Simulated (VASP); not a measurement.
## AgCl: single point with PBEsol

The system is AgCl.

```
Ag Cl
1.0
     3.33116    0.00000   -0.27482
     0.00000    3.33116    0.00000
    -0.27482    0.00000    3.33116
Ag Cl
1 1
Direct
  0.00000 0.00000 0.00000
  0.50000 0.50000 0.50000
```

This cell differs from its parent crystal: engineering shear strain xz -0.1650, engineering shear strain yz +0.0000.

```json
{"Program": "VASP 6.6.1", "Task": "single point", "Functional": "PBEsol", "Potentials or basis": "VASP PAW PBE potentials, release 64 (Ag, Cl)", "Cutoff": "520 eV", "k mesh": "10 × 10 × 10", "Occupations": "gaussian, width 0.05 eV", "Spin": "no spin polarisation", "Dipole correction": "no", "Further INCAR settings": "ALGO = Normal; EDIFF = 1e-07; NBANDS = 16"}
```

```
Pressure               : 1.2 GPa
Band gap on the k mesh : 0.01 eV, indirect (least direct gap 2.10 eV)
```

Stress tensor (GPa, compression positive):
```
 1.14  0.00 -1.18
 0.00  1.33  0.00
-1.18  0.00  1.14
```

Levels at points of the mesh, in eV from the valence-band top:
```csv
k point,band 6,band 7,band 8,band 9,band 10,band 11,band 12,band 13
"(0.00, 0.00, 0.00)",-2.75,-2.56,-2.55,-2.09,0.01,8.65,8.79,12.33
"(0.50, 0.00, 0.00)",-2.62,-2.15,-0.74,-0.41,4.01,5.58,7.76,9.23
"(0.00, 0.50, 0.00)",-2.75,-2.11,-1.19,0.00,4.25,5.47,8.51,8.97
"(0.50, 0.50, 0.00)",-2.97,-2.80,-2.28,-1.84,2.00,8.34,8.92,9.62
"(0.50, 0.00, 0.50)",-2.99,-2.91,-2.32,-1.83,2.17,7.69,9.57,9.91
"(0.50, 0.50, 0.50)",-2.26,-1.13,-0.83,-0.28,3.00,3.87,4.59,6.85
```

Wall time 35 s on 1 thread of Intel(R) Xeon(R) 6975P-C (Granite Rapids) (shared host), peak memory 0.23 GiB.

Caveat: the cell differs from its parent crystal (engineering shear strain xz -0.1650, engineering shear strain yz +0.0000); the PAW data sets were made with another functional, which shifts forces and pressure a little. A k mesh can miss the band edges.
